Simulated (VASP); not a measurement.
Here is a VASP 6.6.1 calculation.

File INCAR:

```
ALGO     = Normal         # electronic algorithm
EDIFF    = 1E-6           # SCF threshold, eV
ENCUT    = 750            # plane-wave cutoff, eV
GGA      = CA             # functional
GGA_COMPAT= False        
ISIF     = 2              # what is computed and relaxed
ISMEAR   = -1             # smearing method
LASPH    = True           # aspherical terms in the spheres
LCHARG   = True           # write CHGCAR
LELF     = True           # ELF
LREAL    = False          # projectors in reciprocal space
LVHAR    = True         
LWAVE    = False          # write WAVECAR
NBANDS   = 27             # bands
NELM     = 120            # most SCF steps
PREC     = Accurate       # precision mode
SIGMA    = 0.05           # smearing width, eV
```

File KPOINTS:

```
k-points
0
Gamma
  4 4 4
```

Contents of POSCAR:

```
Li3Os
1.0
    0.0000000000      3.6618698960      3.6618698960
    3.6618698960      0.0000000000      3.6618698960
    3.6618698960      3.6618698960      0.0000000000
Li Os
6 2
Direct
    0.0000000000      0.0000000000      0.0000000000
    0.0000000000      0.5000000000      0.0000000000
    0.0000000000      0.5000000000      0.5000000000
    0.5000000000      0.0000000000      0.0000000000
    0.5000000000      0.5000000000      0.0000000000
    0.5000000000      0.5000000000      0.5000000000
    0.0000000000      0.0000000000      0.5000000000
    0.5000000000      0.0000000000      0.5000000000
```

Potentials or basis: VASP PAW LDA potentials, release 64 (Li_sv, Os).

The run is started by

```bash
$ cat potpaw_LDA.64/Li_sv/POTCAR potpaw_LDA.64/Os/POTCAR > POTCAR
$ mpirun -np 1 vasp_std > vasp.out
```

Q: Predict the band gap on the k mesh.

A: Zero (bands 17 and 18 overlap by 2.54 eV).

Q: What does it give for the pressure?

A: -0.2 GPa.

Stress tensor (GPa, compression positive):
```
 8.16  0.00  0.00
 0.00 -4.33 -9.94
 0.00 -9.94 -4.33
```

Caveat: the k points lie up to 0.37 Å⁻¹ apart, too coarse for converged energies and pressures of a metal; spin-orbit coupling is left out, which moves the levels of the heavy elements.
